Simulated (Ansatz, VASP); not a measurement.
# One calculation of Ca, two programs

File INCAR:

```
PREC = Accurate
ENCUT = 520
EDIFF = 1E-7
ISMEAR = 0
SIGMA = 0.15
LREAL = False
LASPH = True
NELM = 80
ALGO = Fast
ISIF = 2
LWAVE = False
LCHARG = False
GGA = PE
NBANDS = 11
```

File KPOINTS:

```
regular mesh
0
Gamma
  14 14 14
```

Contents of POSCAR:

```
Ca
1.0
    0.0000000000      2.7942000000      2.9059680000
    2.7942000000      0.0000000000      2.9059680000
    2.7942000000      2.7942000000      0.0000000000
Ca
1
Direct
    0.0000000000      0.0000000000      0.0000000000
```

Input for Ansatz:

```yaml
crystal:
  lattice:
    - [0.0, 2.7942, 2.905968]
    - [2.7942, 0.0, 2.905968]
    - [2.7942, 2.7942, 0.0]
  atoms:
    - { symbol: Ca, position: [0.0, 0.0, 0.0] }
basis:
  ecutwfc: 420
kpoints:
  mp_grid: { grid: [14, 14, 14] }
hamiltonian:
  xc: pbe
scf:
  occupations: { method: gaussian, width: 0.15 }
output:
  forces: true
  stress: true
  eigenvalues: true
  write_density: true
  write_potential: true
  elf: true
  volumetric_format: npy
```

Change from the starting cell: strain +0.000 along x and y, +0.040 along z, atoms carried along.

Alike in both runs: task single point; functional PBE; k mesh 14 × 14 × 14; occupations gaussian, width 0.15 eV; no spin polarisation.

```csv
,VASP,Ansatz
version,VASP 6.6.1,Ansatz 0.2.0
potentials or method,"VASP PAW PBE potentials, release 64 (Ca_sv), cutoff 520 eV","scalar-relativistic, plane waves, PAW"
valence electrons in the cell,10,10
```

```csv
,VASP,Ansatz,Ansatz less VASP
gap on the k mesh at the Fermi level (eV),none,none,-
pressure (GPa),-1.1,-1.1,-0.01
"traceless stress, the component that is largest in VASP (GPa)",-0.23,-0.23,0.000
```

A gap of «none» marks a metal or a gap that the smearing closes. The functional is the same, so the differences come from potentials, cutoffs and numerics.
